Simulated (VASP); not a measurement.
Crystal: HfAs4.

```xyz
5
Lattice="4.5805 0.0000 0.0000 0.0000 4.5805 0.0000 0.0000 0.0000 6.4779" Properties=species:S:1:pos:R:3 pbc="T T T"
Hf    0.0000    0.0000    0.0000
As    2.2903    0.0000    1.6195
As    0.0000    2.2903    4.8584
As    2.2903    0.0000    4.8584
As    0.0000    2.2903    1.6195
```

| Quantity | Value |
| --- | --- |
| Program | VASP 6.6.1 |
| Task | relaxation of cell and atoms |
| Functional | PBE |
| Potentials or basis | VASP PAW PBE potentials, release 64 (Hf_pv, As) |
| Cutoff | 600 eV |
| k mesh | 4 × 4 × 4 |
| Occupations | gaussian, width 0.1 eV |
| Spin | no spin polarisation |

At the start: pressure -6.5 GPa; volume 27.18 Å³/atom.

Question: How do energy, volume and symmetry change on relaxing?

Answer: Over 15 steps the energy falls by 229.6 meV/atom and the volume is 22.90 Å³/atom (-15.7 %); space group P4/mmm (No. 123, to 0.05 Å).

Step by step:
```
step  energy change (eV)  largest force (eV/Å)  pressure (GPa)  volume (Å³)
   1              0.0000                0.2278           -6.51       135.91
   2             -0.5754                0.7672            3.97       115.17
   3             -0.5872                0.6051            2.26       117.46
   4             -0.8029                0.6589            2.91       115.38
   5             -0.8034                0.6444            2.89       115.44
   6             -0.8863                0.5949           -2.48       122.11
   7             -0.8877                0.6154           -1.86       121.22
   8             -0.9972                0.4434           -2.88       121.05
   9             -0.9028                1.2697           -2.47       120.55
  10             -1.0491                0.2986           -3.26       120.92
  11             -1.0475                0.4013           -3.16       120.71
  12             -1.0676                0.0710           -3.31       120.83
  13             -1.1129                0.3583            1.44       113.25
  14             -1.1284                0.1860           -0.27       115.67
  15             -1.1481                0.0067            0.01       114.52
```

Final structure:
```cif
data_structure
_symmetry_space_group_name_H-M 'P 1'
_symmetry_Int_Tables_number 1
_cell_length_a 4.5312
_cell_length_b 4.5312
_cell_length_c 5.5775
_cell_angle_alpha 90.000
_cell_angle_beta 90.000
_cell_angle_gamma 90.000
_cell_volume 114.52
loop_
_atom_site_label
_atom_site_type_symbol
_atom_site_fract_x
_atom_site_fract_y
_atom_site_fract_z
_atom_site_occupancy
Hf1 Hf 0.00000 0.00000 0.00000 1
As1 As 0.50000 0.00000 0.27878 1
As2 As 0.00000 0.50000 0.72122 1
As3 As 0.50000 0.00000 0.72122 1
As4 As 0.00000 0.50000 0.27878 1
```

Caveat: the volume moved by over 15 % at a fixed basis, so the end points are rough; this functional lacks dispersion, which binds the layers, so the pressure and a relaxed spacing across them are unreliable.
